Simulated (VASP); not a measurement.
# Sc (Im-3m) in VASP: single point with PBE

Aim: the single point of Sc with PBE.

Program: VASP 6.6.1. These are calculated values, not measurements. Logs are shortened: lines on timing, memory, paths and dates and some standing lists are left out, and cuts for length are marked.

## 1. The cell of the first run

Symmetry: Im-3m, No. 229, cubic system. Conventional cell: a = 3.686 Å, b = 3.686 Å, c = 3.686 Å, α = 90.00°, β = 90.00°, γ = 90.00°. Sc (site symmetry m-3m) has 14 Sc at 3.19 to 3.69 Å within 4.2 Å.

## 2. Single point, PBE

INCAR reads:

```
SYSTEM = Sc
PREC = Accurate
ENCUT = 520
EDIFF = 1E-6
ISMEAR = 0
SIGMA = 0.05
LREAL = .False.
LASPH = .True.
NELM = 60
ALGO = Normal
ISIF = 2
LWAVE = .False.
LCHARG = .False.
GGA = PE
NBANDS = 12
```

KPOINTS reads:

```
regular mesh
0
Gamma
  8 8 8
  0 0 0
```

POSCAR reads:

```
Sc
1.0
   -1.8427694393      1.8427694393      1.8427694393
    1.8427694393     -1.8427694393      1.8427694393
    1.8427694393      1.8427694393     -1.8427694393
Sc
1
Direct
    0.0000000000      0.0000000000      0.0000000000
```

Potentials or basis: VASP PAW PBE potentials, release 64 (Sc_sv).

The run is started by

```sh
$ cat potpaw_PBE.64/Sc_sv/POTCAR > POTCAR
$ mpirun -np 1 vasp_std > vasp.out
```

OUTCAR:

```text
SYSTEM = Sc
   PREC = Accurate
   ENCUT = 520
   EDIFF = 1E-6
   ISMEAR = 0
   LREAL = .False.
   LASPH = .True.
   NELM = 60
   ISIF = 2
   GGA = PE

 ion  position               nearest neighbor table
   1  0.000  0.000  0.000-

  LATTYP: Found a body centered cubic cell.
 ALAT       =     3.6855388786

  Lattice vectors:

 A1 = (  -1.8427694393,   1.8427694393,   1.8427694393)
 A2 = (   1.8427694393,  -1.8427694393,   1.8427694393)
 A3 = (   1.8427694393,   1.8427694393,  -1.8427694393)

Analysis of symmetry for initial positions (statically):
=====================================================================
 Subroutine PRICEL returns:
 Original cell was already a primitive cell.

 Routine SETGRP: Setting up the symmetry group for a
 body centered cubic supercell.

 Subroutine GETGRP returns: Found 48 space group operations
 (whereof 48 operations were pure point group operations)
 out of a pool of 48 trial point group operations.

The static configuration has the point symmetry O_h .

Analysis of symmetry for dynamics (positions and initial velocities):
=====================================================================
 Subroutine PRICEL returns:
 Original cell was already a primitive cell.

 Routine SETGRP: Setting up the symmetry group for a
 body centered cubic supercell.

 Subroutine GETGRP returns: Found 48 space group operations
 (whereof 48 operations were pure point group operations)
 out of a pool of 48 trial point group operations.

The dynamic configuration has the point symmetry O_h .

 Subroutine INISYM returns: Found 48 space group operations
 (whereof 48 operations are pure point group operations),
 and found     1 'primitive' translations

----------------------------------------------------------------------------------------

                                     Primitive cell

  volume of cell :      25.0307

  direct lattice vectors                    reciprocal lattice vectors
    -1.842769439  1.842769439  1.842769439     0.000000000  0.271330742  0.271330742
     1.842769439 -1.842769439  1.842769439     0.271330742  0.000000000  0.271330742
     1.842769439  1.842769439 -1.842769439     0.271330742  0.271330742  0.000000000

  length of vectors
     3.191770296  3.191770296  3.191770296     0.383719616  0.383719616  0.383719616

  position of ions in fractional coordinates (direct lattice)
     0.000000000  0.000000000  0.000000000

  ion indices of the primitive-cell ions
   primitive index   ion index
[... 81 lines left out ...]
   POTIM  = 0.5000    time-step for ionic-motion
   TEBEG  =    0.0;   TEEND  =   0.0 temperature during run
   PSTRESS=    0.0 pullay stress
   NELECT =      11.0000    total number of electrons
   NUPDOWN=      -1.0000    fix difference up-down
   EMIN   =  10.00;   EMAX   =-10.00  energy-range for DOS
   EFERMI =   0.00;   METHOD = LEGACY
   ISMEAR =     0;   SIGMA  =   0.05  broadening in eV -4-tet -1-fermi 0-gaus
   EFERMI_NEDOS =   21; number of points for ismear=-14 and -15
   IALGO  =     38    algorithm
   IMIX   =      4    mixing-type and parameters
     AMIX     =   0.40;   BMIX     =  1.00
     AMIX_MAG =   1.60;   BMIX_MAG =  1.00
  volume/ion in A,a.u.               =      25.03       168.92
  Fermi-wavevector in a.u.,A,eV,Ry     =   1.244652  2.352052 21.077594  1.549159
  Thomas-Fermi vector in A             =   2.378910
   LORBIT       =      0    0 simple, 1 ext, 2 COOP (PROOUT), +10 PAW based schemes
   GGA     = PE    functional components
   LHFCALC =     F    Hartree Fock is set to
   AEXX    =    0.0000 exact exchange contribution
   IVDW    =     0    specifies the selected vdW correction
   LEPSILON=     F    determine dielectric tensor
   LRPA    =     F    only Hartree local field effects (RPA)
 non-spin polarized calculation
 Gauss-broadening in eV      SIGMA  =   0.05
  energy-cutoff  :      520.00
  volume of cell :       25.03
 maximum number of plane-waves:       691
   NGX = 11   NGY = 11   NGZ = 11

 number of electron      11.0000000 magnetization

 Free energy of the ion-electron system (eV)
  ---------------------------------------------------
  ext. energy  EPLUGINS =         0.00000000
  ---------------------------------------------------
  free energy    TOTEN  =        -6.14608827 eV

  energy without entropy =       -6.14240105  energy(sigma->0) =       -6.14424466

 E-fermi :   3.7176     XC(G=0):  -9.8201

 val. band max:        3.6266849467   @ k =   0.2500   0.2500   0.1250
 cond. band min:       3.7266770014   @ k =   0.3750   0.1250   0.1250
 fundamental gap:      0.0999920547
 Fermi energy:         3.7176016153

 k-point     1 :       0.0000    0.0000    0.0000
  band No.  band energies     occupation
      1     -45.9262      2.00000
      2     -24.3427      2.00000
      3     -24.3427      2.00000
      4     -24.3427      2.00000
      5      -1.5040      2.00000
      6       5.1347      0.00000
      7       5.1347      0.00000
      8       5.1347      0.00000
      9       6.5119      0.00000
     10       6.5119      0.00000
     11      17.7077      0.00000
     12      17.7077      0.00000
[... 331 lines left out ...]
 k-point    24 :      -0.3750    0.3750    0.2500
  band No.  band energies     occupation
      1     -45.8531      2.00000
      2     -24.6190      2.00000
      3     -24.5150      2.00000
      4     -24.4795      2.00000
      5       2.2571      2.00000
      6       3.5041      2.00000
      7       5.2778      0.00000
      8       5.6307      0.00000
      9       7.0607      0.00000
     10       7.3664      0.00000
     11      12.2783      0.00000
     12      13.6605      0.00000

 [... further k-points ...]

------------------------ aborting loop because EDIFF is reached ----------------------------------------

  FORCE on cell =-STRESS in cart. coord.  units (eV):
  Direction    XX          YY          ZZ          XY          YZ          ZX
  --------------------------------------------------------------------------------------
  -------------------------------------------------------------------------------------
  Total       -0.0793694     -0.0793694     -0.0793694     -0.0000000     -0.0000000      0.0000000
  in kB       -5.0803138     -5.0803138     -5.0803138     -0.0000000     -0.0000000      0.0000000
  external PRESSURE =      -5.0803138 kB  Pullay stress =       0.0000000 kB

 VOLUME and BASIS-vectors are now :
 -----------------------------------------------------------------------------
  energy-cutoff  :      520.00
  volume of cell :       25.03
      direct lattice vectors                 reciprocal lattice vectors
    -1.842769439  1.842769439  1.842769439     0.000000000  0.271330742  0.271330742
     1.842769439 -1.842769439  1.842769439     0.271330742  0.000000000  0.271330742
     1.842769439  1.842769439 -1.842769439     0.271330742  0.271330742  0.000000000

 POSITION                                       TOTAL-FORCE (eV/Angst)
 -----------------------------------------------------------------------------------
      0.00000      0.00000      0.00000         0.000000      0.000000      0.000000
 -----------------------------------------------------------------------------------
    total drift:                               -0.000000      0.000000      0.000000

  FREE ENERGIE OF THE ION-ELECTRON SYSTEM (eV)
  ---------------------------------------------------
  free  energy   TOTEN  =        -6.1460882735 eV

  energy  without entropy=       -6.1424010516  energy(sigma->0) =       -6.14424466
```

OSZICAR:

```text
N       E                     dE             d eps       ncg     rms          rms(c)
DAV:   1     0.740526259712E+02    0.74053E+02   -0.51074E+03   696   0.890E+02
DAV:   2    -0.537835413567E+01   -0.79431E+02   -0.77648E+02   696   0.283E+02
DAV:   3    -0.689884432392E+01   -0.15205E+01   -0.14995E+01   924   0.513E+01
DAV:   4    -0.692285376081E+01   -0.24009E-01   -0.23998E-01   868   0.534E+00
DAV:   5    -0.692322060376E+01   -0.36684E-03   -0.36684E-03   920   0.602E-01    0.529E+00
DAV:   6    -0.623247495835E+01    0.69075E+00   -0.98278E-01  1056   0.145E+01    0.155E+00
DAV:   7    -0.615207113487E+01    0.80404E-01   -0.17673E-01  1072   0.566E+00    0.626E-01
DAV:   8    -0.614716075976E+01    0.49104E-02   -0.19012E-02   804   0.206E+00    0.215E-01
DAV:   9    -0.614611284500E+01    0.10479E-02   -0.36278E-03   996   0.904E-01    0.354E-02
DAV:  10    -0.614608858018E+01    0.24265E-04   -0.98729E-05  1052   0.130E-01    0.673E-03
DAV:  11    -0.614608827350E+01    0.30668E-06   -0.15873E-06   864   0.177E-02
   1 F= -.61460883E+01 E0= -.61442447E+01  d E =-.368722E-02
```

stdout:

```text
POSCAR found type information on POSCAR Sc
 POSCAR found :  1 types and       1 ions
 scaLAPACK will be used
 LDA part: xc-table for (Slater+PW92), standard interpolation
 POSCAR, INCAR and KPOINTS ok, starting setup
 FFT: planning ... GRIDC
 FFT: planning ... GRID_SOFT
 FFT: planning ... GRID
 WAVECAR not read
 entering main loop
```

Wall time 4.9 s (1 thread of Intel Xeon Platinum 8259CL at 2.50GHz (Skylake/Cascade Lake), shared host); peak memory 0.13 GiB.

What came out:

| Item | Value |
| --- | --- |
| Free energy | -6.1461 eV |
| Pressure | -0.5 GPa |

Levels at points of the mesh, in eV from the Fermi level:
```
           k point  band 1  band 2  band 3  band 4  band 5  band 6  band 7  band 8  band 9  band 10
(0.00, 0.00, 0.00)  -49.64  -28.06  -28.06  -28.06   -5.22    1.42    1.42    1.42    2.79     2.79
(0.50, 0.00, 0.00)  -49.58  -28.43  -28.18  -28.06   -1.77    0.27    0.40    2.76    3.09     4.06
(0.50, 0.50, 0.50)  -49.54  -28.32  -28.32  -28.32   -1.21   -1.21    3.78    3.78    3.78     6.07
```
